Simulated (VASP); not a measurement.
Input of a VASP 6.6.1 run:

INCAR

```
SYSTEM = ScB2
ALGO = Normal
EDIFF = 1E-8
ENCUT = 520
GGA = PS
IBRION = 8
ISIF = 2
ISMEAR = 0
LASPH = .TRUE.
LCHARG = .FALSE.
LREAL = .FALSE.
LWAVE = .FALSE.
NELM = 100
NSW = 1
PREC = Accurate
SIGMA = 0.15
```

File KPOINTS:

```
k-points
0
G
  12 12 10
  0 0 0
```

Contents of POSCAR:

```
ScB2
1.0
    3.1269446553      0.0000000000      0.0000000000
   -1.5634723277      2.7080135077      0.0000000000
    0.0000000000      0.0000000000      3.4811268349
Sc B
1 2
Direct
    0.0000000000      0.0000000000      0.0000000000
    0.3333333333      0.6666666667      0.5000000000
    0.6666666667      0.3333333333      0.5000000000
```

Potentials or basis: VASP PAW PBE potentials, release 64 (Sc_sv, B).

Run with:

```console
$ cat potpaw_PBE.64/Sc_sv/POTCAR potpaw_PBE.64/B/POTCAR > POTCAR
$ mpirun -np 1 vasp_std > vasp.out
```

(1) Predict the highest phonon frequency at Γ.

## Answers

(1) 811 cm⁻¹.
